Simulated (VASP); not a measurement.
Write the native input for VASP 6.6.1 that does the following.

| Property | Result |
| --- | --- |
| Task | single point |
| Functional | PBE |
| Potentials or basis | VASP PAW PBE potentials, release 64 (Cd, Se) |
| Cutoff | 520 eV |
| k mesh | 6 × 6 × 4 |
| Occupations | gaussian, width 0.05 eV |
| Spin | no spin polarisation |
| Dipole correction | no |
| Further INCAR settings | ALGO = Normal; EDIFF = 1e-06; NBANDS = 26 |

The structure of CdSe lies in POSCAR:

```
CdSe
1.0
    4.2984999142      0.0000000000      0.0000000000
   -2.1492499571      3.7226101239      0.0000000000
    0.0000000000      0.0000000000      7.0152000000
Cd Se
2 2
Direct
    0.7069609750      0.4139219499     -0.0213821416
    0.3333333333      0.6666666667      0.5000000000
    0.6666666667      0.3333333333      0.3750000000
    0.3333333333      0.6666666667      0.8750000000
```

This cell differs from its parent crystal: atom 1 (Cd) moved by (+0.300, -0.150) A along y and z.

One way to write it, as run:

INCAR

```
PREC = Accurate
ENCUT = 520
EDIFF = 1E-6
ISMEAR = 0
SIGMA = 0.05
LREAL = False
LASPH = True
NELM = 100
ALGO = Normal
ISIF = 2
LWAVE = False
LCHARG = True
GGA = PE
LELF = True
LVHAR = True
NBANDS = 26
```

KPOINTS

```
Automatic mesh
0
Gamma
  6 6 4
```

Potentials or basis: VASP PAW PBE potentials, release 64 (Cd, Se).

Command:

```bash
$ cat potpaw_PBE.64/Cd/POTCAR potpaw_PBE.64/Se/POTCAR > POTCAR
$ mpirun -np 1 vasp_std > vasp.out
```

Results of the run:

```json
{"Pressure": "4.5 GPa", "Largest force": "1.710 eV/Å", "Band gap on the k mesh": "0.70 eV, direct"}
```

Caveat: the cell differs from its parent crystal (atom 1 (Cd) moved by (+0.300, -0.150) A along y and z); forces of over 1 eV/Å act on the atoms, so gaps and moduli don't describe the material at rest.

Run time: 71 s on 1 thread of Intel(R) Xeon(R) Platinum 8488C (Sapphire Rapids) (shared host), peak memory 0.29 GiB.
